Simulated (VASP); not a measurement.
A run of VASP 6.6.1:

File INCAR:

```
PREC = Accurate ; ENCUT = 520
EDIFF = 1E-6 ; ISMEAR = -1
SIGMA = 0.1 ; LREAL = False
LASPH = True ; NELM = 80
ALGO = Normal ; ISIF = 2
LWAVE = False ; LCHARG = False
GGA = B5 ; ALDAX = 1.0
AGGAX = 1.0 ; AGGAC = 1.0
ALDAC = 0.0 ; NBANDS = 11
```

Contents of KPOINTS:

```
regular mesh
0
Gamma
  15 15 7
```

The input POSCAR:

```
Si
1.0
    2.6144065321      0.0000000000      0.0000000000
   -1.3072032660      2.2641424726      0.0000000000
    0.0000000000      0.0000000000      4.9258633549
Si
2
Direct
    0.3333333333      0.6666666667      0.2500000000
    0.6666666667      0.3333333333      0.7500000000
```

Potentials or basis: VASP PAW PBE potentials, release 64 (Si).

The run is started by

```console
$ cat potpaw_PBE.64/Si/POTCAR > POTCAR
$ mpirun -np 1 vasp_std > vasp.out
```

Hardware: 1 thread of Intel(R) Xeon(R) Platinum 8488C (Sapphire Rapids), with other jobs on the host.

Problem. Estimate the wall time of this run.

Solution. Run time: 23 s on 1 thread of Intel(R) Xeon(R) Platinum 8488C (Sapphire Rapids), with other jobs on the host, peak memory 0.14 GiB. Counts: scf iterations 11, k points 108.
